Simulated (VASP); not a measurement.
A run of VASP 6.6.1:

Contents of INCAR:

```
PREC = Accurate
ENCUT = 500
EDIFF = 1E-7
ISMEAR = 0
SIGMA = 0.1
LREAL = False
LASPH = True
NELM = 120
ALGO = Normal
ISIF = 3
LWAVE = False
LCHARG = False
GGA = PE
IVDW = 12
IBRION = 2
NSW = 70
EDIFFG = -0.005
GGA_COMPAT = False
NELMIN = 4
```

File KPOINTS:

```
regular mesh
0
Gamma
  10 10 10
```

POSCAR

```
HfSi2
1.0
    1.8412674751     -7.2960000437      0.0000000000
    1.8412674751      7.2960000437      0.0000000000
    0.0000000000      0.0000000000      3.6597920204
Hf Si
2 4
Direct
    0.8945372355      0.1054627645      0.2500000000
    0.1054627645      0.8945372355      0.7500000000
    0.5542797311      0.4457202689      0.2500000000
    0.4457202689      0.5542797311      0.7500000000
    0.2502818288      0.7497181712      0.2500000000
    0.7497181712      0.2502818288      0.7500000000
```

Potentials or basis: VASP PAW PBE potentials, release 64 (Hf_pv, Si).

Launch:

```console
$ cat potpaw_PBE.64/Hf_pv/POTCAR potpaw_PBE.64/Si/POTCAR > POTCAR
$ mpirun -np 1 vasp_std > vasp.out
```

Hardware: 1 thread of Intel(R) Xeon(R) Platinum 8259CL CPU @ 2.50GHz (Skylake/Cascade Lake), on a shared host.

**Question.** How long does it take, and how much memory?

**Answer.** It took 70 min on 1 thread of Intel(R) Xeon(R) Platinum 8259CL CPU @ 2.50GHz (Skylake/Cascade Lake) (shared host), peak memory 0.53 GiB. Counts: scf iterations 93, k points 186, ion steps 12.
